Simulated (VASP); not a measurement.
# Pd4Pt (Im-3m) in VASP: relaxation of cell and atoms with PBE

Aim: the relaxation of cell and atoms of Pd4Pt with PBE.

Program: VASP 6.6.1. These are calculated values, not measurements. Logs are shortened: lines on timing, memory, paths and dates and some standing lists are left out, and cuts for length are marked.

### 1 The cell of the first run

Symmetry: Im-3m, No. 229, cubic system. Conventional cell: a = 5.285 Å, b = 5.285 Å, c = 5.285 Å, α = 90.00°, β = 90.00°, γ = 90.00°. Within 3.0 Å of Pd (site symmetry -3m) lie 2 Pt at 2.29 Å and 6 Pd at 2.64 Å. Pt (site symmetry m-3m) has 8 Pd at 2.29 Å within 3.0 Å.

The cell was generated, and may not be a known phase.

### 2 Relaxation of cell and atoms, PBE

The input, INCAR:

```
SYSTEM = Pd4Pt
PREC = Accurate
ENCUT = 600
EDIFF = 1E-6
ISMEAR = 0
SIGMA = 0.2
LREAL = .FALSE.
LASPH = .TRUE.
NELM = 60
ALGO = Normal
ISIF = 3
LWAVE = .FALSE.
LCHARG = .FALSE.
GGA = PE
IBRION = 2
NSW = 36
EDIFFG = -0.08
```

The input, KPOINTS:

```
Automatic mesh
0
G
  4 4 4
  0 0 0
```

The input, POSCAR:

```
Pd4Pt
1.0
   -2.6425715400      2.6425715400      2.6425715400
    2.6425715400     -2.6425715400      2.6425715400
    2.6425715400      2.6425715400     -2.6425715400
Pd Pt
4 1
Direct
    0.0000000000      0.0000000000      0.5000000000
    0.0000000000      0.5000000000      0.0000000000
    0.5000000000      0.0000000000      0.0000000000
    0.5000000000      0.5000000000      0.5000000000
    0.0000000000      0.0000000000      0.0000000000
```

Potentials or basis: VASP PAW PBE potentials, release 64 (Pd, Pt).

Launch:

```sh
$ cat potpaw_PBE.64/Pd/POTCAR potpaw_PBE.64/Pt/POTCAR > POTCAR
$ mpirun -np 1 vasp_std > vasp.out
```

OUTCAR:

```text
SYSTEM = Pd4Pt
   PREC = Accurate
   ENCUT = 600
   EDIFF = 1E-6
   ISMEAR = 0
   LREAL = .FALSE.
   LASPH = .TRUE.
   NELM = 60
   ISIF = 3
   GGA = PE
   IBRION = 2
   NSW = 36
   EDIFFG = -0.08

 ion  position               nearest neighbor table
   1  0.000  0.000  0.500-   5 2.29   5 2.29   4 2.64   2 2.64   3 2.64   2 2.64   3 2.64   4 2.64

   2  0.000  0.500  0.000-   5 2.29   5 2.29   4 2.64   1 2.64   3 2.64   1 2.64   4 2.64   3 2.64

   3  0.500  0.000  0.000-   5 2.29   5 2.29   4 2.64   1 2.64   4 2.64   2 2.64   1 2.64   2 2.64

   4  0.500  0.500  0.500-   5 2.29   5 2.29   3 2.64   1 2.64   3 2.64   2 2.64   1 2.64   2 2.64

   5  0.000  0.000  0.000-   1 2.29   2 2.29   3 2.29   4 2.29   1 2.29   2 2.29   3 2.29   4 2.29

  LATTYP: Found a body centered cubic cell.
 ALAT       =     5.2851430800

  Lattice vectors:

 A1 = (  -2.6425715400,   2.6425715400,   2.6425715400)
 A2 = (   2.6425715400,  -2.6425715400,   2.6425715400)
 A3 = (   2.6425715400,   2.6425715400,  -2.6425715400)

Analysis of symmetry for initial positions (statically):
=====================================================================
 Subroutine PRICEL returns:
 Original cell was already a primitive cell.

 Routine SETGRP: Setting up the symmetry group for a
 body centered cubic supercell.

 Subroutine GETGRP returns: Found 48 space group operations
 (whereof 48 operations were pure point group operations)
 out of a pool of 48 trial point group operations.

The static configuration has the point symmetry O_h .

Analysis of symmetry for dynamics (positions and initial velocities):
=====================================================================
 Subroutine PRICEL returns:
 Original cell was already a primitive cell.

 Routine SETGRP: Setting up the symmetry group for a
 body centered cubic supercell.

 Subroutine GETGRP returns: Found 48 space group operations
 (whereof 48 operations were pure point group operations)
 out of a pool of 48 trial point group operations.

The dynamic configuration has the point symmetry O_h .

 Subroutine INISYM returns: Found 48 space group operations
 (whereof 48 operations are pure point group operations),
 and found     1 'primitive' translations

----------------------------------------------------------------------------------------

                                     Primitive cell

  volume of cell :      73.8143

  direct lattice vectors                    reciprocal lattice vectors
    -2.642571540  2.642571540  2.642571540     0.000000000  0.189209636  0.189209636
     2.642571540 -2.642571540  2.642571540     0.189209636  0.000000000  0.189209636
     2.642571540  2.642571540 -2.642571540     0.189209636  0.189209636  0.000000000

  length of vectors
     4.577068170  4.577068170  4.577068170     0.267582834  0.267582834  0.267582834

  position of ions in fractional coordinates (direct lattice)
     0.000000000  0.000000000  0.500000000
     0.000000000  0.500000000  0.000000000
     0.500000000  0.000000000  0.000000000
     0.500000000  0.500000000  0.500000000
     0.000000000  0.000000000  0.000000000

  ion indices of the primitive-cell ions
   primitive index   ion index
                 1           1
                 2           2
                 3           3
                 4           4
                 5           5

----------------------------------------------------------------------------------------

 KPOINTS: Automatic mesh

Automatic generation of k-mesh.
 Grid dimensions read from file:
 generate k-points for:    4    4    4

 Generating k-lattice:

  Cartesian coordinates                     Fractional coordinates (reciprocal lattice)
     0.000000000  0.047302409  0.047302409     0.250000000  0.000000000  0.000000000
     0.047302409  0.000000000  0.047302409     0.000000000  0.250000000  0.000000000
     0.047302409  0.047302409  0.000000000     0.000000000  0.000000000  0.250000000

  Length of vectors
     0.066895708  0.066895708  0.066895708

  Shift w.r.t. Gamma in fractional coordinates (k-lattice)
     0.000000000  0.000000000  0.000000000

 Subroutine IBZKPT returns following result:
 ===========================================

 Found      8 irreducible k-points:

 Following reciprocal coordinates:
            Coordinates               Weight
  0.000000  0.000000  0.000000      1.000000
  0.250000  0.000000  0.000000     12.000000
  0.500000  0.000000  0.000000      6.000000
  0.250000  0.250000  0.000000     24.000000
  0.250000  0.250000  0.250000      2.000000
 -0.250000  0.250000  0.250000      6.000000
  0.500000  0.500000  0.250000     12.000000
  0.500000  0.500000  0.500000      1.000000
   k-points           NKPTS =      8   k-points in BZ     NKDIM =      8   number of bands    NBANDS=     30
   number of dos      NEDOS =    301   number of ions     NIONS =      5
   total plane-waves  NPLWV =  64000
   dimension x,y,z NGX =    40 NGY =   40 NGZ =   40
   dimension x,y,z NGXF=    80 NGYF=   80 NGZF=   80
   ions per type =               4   1
   NGX,Y,Z   is equivalent  to a cutoff of  14.53, 14.53, 14.53 a.u.
   NGXF,Y,Z  is equivalent  to a cutoff of  29.06, 29.06, 29.06 a.u.
 SYSTEM =  Pd4Pt
   PREC   = accura    normal or accurate (medium, high low for compatibility)
   ISTART =      0    job   : 0-new  1-cont  2-samecut
   ICHARG =      2    charge: 1-file 2-atom 10-const
   ISPIN  =      1    spin polarized calculation?
   LNONCOLLINEAR =      F non collinear calculations
   LSORBIT =      F    spin-orbit coupling
   LASPH  =      T    aspherical Exc in radial PAW
   ENCUT  =  600.0 eV  44.10 Ry    6.64 a.u.   9.14  9.14  9.14*2*pi/ulx,y,z
   NELM   =     60;   NELMIN=  2; NELMDL= -5     # of ELM steps
   EDIFF  = 0.1E-05   stopping-criterion for ELM
   LREAL  =      F    real-space projection
   EDIFFG = -.8E-01   stopping-criterion for IOM
   NSW    =     36    number of steps for IOM
   IBRION =      2    ionic relax: 0-MD 1-quasi-New 2-CG
   NFREE  =      1    steps in history (QN), initial steepest desc. (CG)
   ISIF   =      3    stress and relaxation
   ISYM   =      2    0-nonsym 1-usesym 2-fastsym
   POTIM  = 0.5000    time-step for ionic-motion
   TEBEG  =    0.0;   TEEND  =   0.0 temperature during run
   PSTRESS=    0.0 pullay stress
   NELECT =      50.0000    total number of electrons
   NUPDOWN=      -1.0000    fix difference up-down
   EMIN   =  10.00;   EMAX   =-10.00  energy-range for DOS
   EFERMI =   0.00;   METHOD = LEGACY
   ISMEAR =     0;   SIGMA  =   0.20  broadening in eV -4-tet -1-fermi 0-gaus
   EFERMI_NEDOS =   21; number of points for ismear=-14 and -15
   IALGO  =     38    algorithm
   IMIX   =      4    mixing-type and parameters
     AMIX     =   0.40;   BMIX     =  1.00
     AMIX_MAG =   1.60;   BMIX_MAG =  1.00
  volume/ion in A,a.u.               =      14.76        99.62
  Fermi-wavevector in a.u.,A,eV,Ry     =   1.437755  2.716962 28.125122  2.067138
  Thomas-Fermi vector in A             =   2.556797
   LORBIT       =      0    0 simple, 1 ext, 2 COOP (PROOUT), +10 PAW based schemes
   GGA     = PE    functional components
   LHFCALC =     F    Hartree Fock is set to
   AEXX    =    0.0000 exact exchange contribution
   IVDW    =     0    specifies the selected vdW correction
   LEPSILON=     F    determine dielectric tensor
   LRPA    =     F    only Hartree local field effects (RPA)
 conjugate gradient relaxation of ions
 non-spin polarized calculation
 Gauss-broadening in eV      SIGMA  =   0.20
  energy-cutoff  :      600.00
  volume of cell :       73.81
 maximum number of plane-waves:      2491
 NGX is ok and might be reduce to    40
   NGX = 19   NGY = 19   NGZ = 19

--------------------------------------- Ionic step        1  -------------------------------------------

 number of electron      49.9999997 magnetization

 Free energy of the ion-electron system (eV)
  ---------------------------------------------------
  ext. energy  EPLUGINS =         0.00000000
  ---------------------------------------------------
  free energy    TOTEN  =       -19.41822120 eV

  energy without entropy =      -19.31166023  energy(sigma->0) =      -19.36494071

 E-fermi :  10.7181     XC(G=0): -12.9760

 val. band max:       10.6947953467   @ k =   0.0000   0.0000   0.0000
 cond. band min:      10.7556106618   @ k =  -0.2500   0.2500   0.2500
 fundamental gap:      0.0608153151
 Fermi energy:        10.7180915274

 k-point     1 :       0.0000    0.0000    0.0000
  band No.  band energies     occupation
      1       1.3002      2.00000
      2       2.2571      2.00000
      3       2.2571      2.00000
      4       2.2571      2.00000
      5       2.4217      2.00000
      6       2.4217      2.00000
[... 22 lines left out ...]
     29      13.6659      0.00000
     30      15.0684      0.00000
[... 639 lines left out ...]
 POSITION                                       TOTAL-FORCE (eV/Angst)
 -----------------------------------------------------------------------------------
      1.47466      1.47466     -1.47466        -0.000000      0.000000     -0.000000
      1.47466     -1.47466      1.47466        -0.000000      0.000000      0.000000
     -1.47466      1.47466      1.47466        -0.000000     -0.000000      0.000000
      1.47466      1.47466      1.47466         0.000000      0.000000     -0.000000
      0.00000      0.00000      0.00000        -0.000000     -0.000000      0.000000
 -----------------------------------------------------------------------------------
    total drift:                                0.000000     -0.000000      0.000000

  FREE ENERGIE OF THE ION-ELECTRON SYSTEM (eV)
  ---------------------------------------------------
  free  energy   TOTEN  =       -24.0335359474 eV

  energy  without entropy=      -23.9079339415  energy(sigma->0) =      -23.97073494

--------------------------------------- Ionic step        5  -------------------------------------------

 number of electron      49.9999988 magnetization

 Free energy of the ion-electron system (eV)
  ---------------------------------------------------
  ext. energy  EPLUGINS =         0.00000000
  ---------------------------------------------------
  free energy    TOTEN  =       -24.05250609 eV

  energy without entropy =      -23.92829881  energy(sigma->0) =      -23.99040245

 E-fermi :   6.0461     XC(G=0): -11.1837

 val. band max:        6.0290578532   @ k =  -0.2500   0.2500   0.2500
 cond. band min:       6.0751083553   @ k =   0.5000   0.5000   0.5000
 fundamental gap:      0.0460505021
 Fermi energy:         6.0461153308

 k-point     1 :       0.0000    0.0000    0.0000
  band No.  band energies     occupation
      1      -0.8899      2.00000
      2       0.5049      2.00000
      3       0.5049      2.00000
      4       0.5049      2.00000
      5       0.8376      2.00000
      6       0.8376      2.00000
[... 22 lines left out ...]
     29       8.8336      0.00000
     30      10.5276      0.00000
[... 242 lines left out ...]
 VOLUME and BASIS-vectors are now :
 -----------------------------------------------------------------------------
  energy-cutoff  :      600.00
  volume of cell :      100.08
      direct lattice vectors                 reciprocal lattice vectors
    -2.924831618  2.924831618  2.924831618     0.000000000  0.170950012  0.170950012
     2.924831618 -2.924831618  2.924831618     0.170950012  0.000000000  0.170950012
     2.924831618  2.924831618 -2.924831618     0.170950012  0.170950012  0.000000000

 POSITION                                       TOTAL-FORCE (eV/Angst)
 -----------------------------------------------------------------------------------
      1.46242      1.46242     -1.46242         0.000000     -0.000000      0.000000
      1.46242     -1.46242      1.46242        -0.000000     -0.000000     -0.000000
     -1.46242      1.46242      1.46242        -0.000000      0.000000     -0.000000
      1.46242      1.46242      1.46242         0.000000      0.000000      0.000000
      0.00000      0.00000      0.00000        -0.000000      0.000000      0.000000
 -----------------------------------------------------------------------------------
    total drift:                                0.000000     -0.000000      0.000000

  FREE ENERGIE OF THE ION-ELECTRON SYSTEM (eV)
  ---------------------------------------------------
  free  energy   TOTEN  =       -24.0525060873 eV

  energy  without entropy=      -23.9282988055  energy(sigma->0) =      -23.99040245

 reached required accuracy - stopping structural energy minimisation
```

Wall time 2.8 min (1 thread of Intel Xeon 8259CL, shared host); peak memory 0.26 GiB.

What came out:

* Free energy: -24.0525 eV
* Relaxed volume: 20.02 Å³/atom
* Relaxed cell: a = 5.066 Å, b = 5.066 Å, c = 5.066 Å, α = 109.47°, β = 109.47°, γ = 109.47°
* Space group after relaxing (to 0.1 Å): Im-3m (No. 229)
* Energy gained by relaxing: 926.9 meV/atom
* Ionic steps: 5
* Pressure after relaxing: 0.2 GPa
* Band gap on the k mesh: zero (bands 25 and 26 overlap by 1.46 eV)

The path:
```csv
step,energy change (eV),largest force (eV/Å),pressure (GPa),volume (Å³)
1,0.0000,0.0000,76.70,73.81
2,1.5322,0.0000,-13.16,177.99
3,-4.5372,0.0000,-5.27,105.80
4,-4.6153,0.0000,-2.49,102.62
5,-4.6343,0.0000,0.17,100.08
```

Final structure:
```yaml
crystal:
  lattice:
    - [-2.92483, 2.92483, 2.92483]
    - [2.92483, -2.92483, 2.92483]
    - [2.92483, 2.92483, -2.92483]
  atoms:
    - { symbol: Pd, position: [0.00000, 0.00000, 0.50000] }
    - { symbol: Pd, position: [0.00000, 0.50000, 0.00000] }
    - { symbol: Pd, position: [0.50000, 0.00000, 0.00000] }
    - { symbol: Pd, position: [0.50000, 0.50000, 0.50000] }
    - { symbol: Pt, position: [0.00000, 0.00000, 0.00000] }
```

Levels at points of the mesh, in eV from the Fermi level:
| k point | band 23 | band 24 | band 25 | band 26 | band 27 | band 28 |
| --- | --- | --- | --- | --- | --- | --- |
| (0.00, 0.00, 0.00) | -0.05 | 1.01 | 1.01 | 1.01 | 2.79 | 2.79 |
| (0.50, 0.00, 0.00) | -0.94 | -0.85 | -0.51 | -0.45 | 0.67 | 3.01 |
| (0.50, 0.50, 0.50) | -0.58 | -0.58 | 0.03 | 0.03 | 1.86 | 1.86 |

Caveat: the k points lie up to 0.38 Å⁻¹ apart in the final cell, too coarse for converged energies and pressures of a metal; the volume moved by over 15 % at a fixed basis, so the end points are rough; spin-orbit coupling is left out, which moves the levels of the heavy elements.

The gap in the log of VASP goes by the Fermi energy; the results here count the filled bands.